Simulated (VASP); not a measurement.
Wanted: the native input for a VASP 6.6.1 run.

```yaml
Task: single point
Functional: PBE
Potentials_or_basis: VASP PAW PBE potentials, release 64 (Si, Ni)
Cutoff: 520 eV
k_mesh: 12 × 12 × 12
Occupations: gaussian, width 0.05 eV
Spin: collinear spin, zero start
Starting_moments: "[0.0, 0.0, 0.0] μB"
Dipole_correction: no
Further_INCAR_settings: ALGO = Normal; EDIFF = 1e-07; NBANDS = 20
```

The structure of Si2Ni lies in POSCAR:

```
Si2Ni
1.0
    0.0000000000      2.6478212519      2.6478212519
    2.6478212519      0.0000000000      2.6478212519
    2.6478212519      2.6478212519      0.0000000000
Si Ni
2 1
Direct
    0.2500000000      0.2500000000      0.2500000000
    0.7500000000      0.7500000000      0.7500000000
    0.0000000000      0.0000000000      0.0000000000
```

One way to write it, as run:

INCAR

```
PREC     = Accurate       # precision mode
ENCUT    = 520            # plane-wave cutoff, eV
EDIFF    = 1E-7           # SCF threshold, eV
ISMEAR   = 0              # smearing method
SIGMA    = 0.05           # smearing width, eV
LREAL    = False          # projectors in reciprocal space
LASPH    = True           # aspherical terms in the spheres
NELM     = 150            # most SCF steps
ALGO     = Normal         # electronic algorithm
ISIF     = 2              # what is computed and relaxed
LWAVE    = False          # write WAVECAR
LCHARG   = True           # write CHGCAR
ISPIN    = 2              # spin polarisation
MAGMOM   = 0 0 0          # initial moments
LORBIT   = 11             # projections on sites
LMAXMIX  = 4              # l up to which the mixer works
GGA      = PE             # functional
LELF     = True           # ELF
LVHAR    = True         
NBANDS   = 20             # bands
```

KPOINTS

```
Automatic mesh
0
Gamma
  12 12 12
```

Potentials or basis: VASP PAW PBE potentials, release 64 (Si, Ni).

Command:

```sh
$ cat potpaw_PBE.64/Si/POTCAR potpaw_PBE.64/Ni/POTCAR > POTCAR
$ mpirun -np 1 vasp_std > vasp.out
```

It gave:

```json
{
  "Pressure": "14.3 GPa",
  "Band gap on the k mesh": "zero (filled and empty bands overlap)",
  "Net moment": "0.00 μB per cell",
  "Valence electrons inside the program's atomic spheres": "Si 1.62; Ni 9.98"
}
```

Wall time 48 s on 1 thread of Intel(R) Xeon(R) 6975P-C (Granite Rapids) (shared host), peak memory 0.21 GiB.
